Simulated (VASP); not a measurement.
Ag, 1 atom in the cell. It takes space group Fm-3m (No. 225, cubic). Conventional cell: a = 4.001 Å, b = 4.001 Å, c = 4.001 Å, α = 90.00°, β = 90.00°, γ = 90.00°. Within 3.7 Å of Ag (site symmetry m-3m) lie 12 Ag at 2.83 Å. 

```yaml
Program: VASP 6.6.1
Task: relaxation of cell and atoms
Functional: LDA
Potentials_or_basis: VASP PAW LDA potentials, release 64 (Ag)
Cutoff: 600 eV
k_mesh: 24 × 24 × 24
Occupations: fermi-dirac, width 0.05 eV
Spin: no spin polarisation
Target_pressure: 1 GPa
Dipole_correction: no
Further_INCAR_settings: ALGO = Normal; EDIFF = 1e-06; IBRION = 2; EDIFFG = -0.002; NSW = 100; ISIF = 3
```

Potentials or basis: VASP PAW LDA potentials, release 64 (Ag).

Run with:

```console
$ cat potpaw_LDA.64/Ag/POTCAR > POTCAR
$ mpirun -np 1 vasp_std > vasp.out
```

Hardware: 1 thread of Intel(R) Xeon(R) 6975P-C (Granite Rapids) (shared host).

Task: Estimate the wall time of this run.

Result: Run time: 33 s on 1 thread of Intel(R) Xeon(R) 6975P-C (Granite Rapids), with other jobs on the host, peak memory 0.19 GiB. Counts: scf iterations 20, k points 413, ion steps 3.
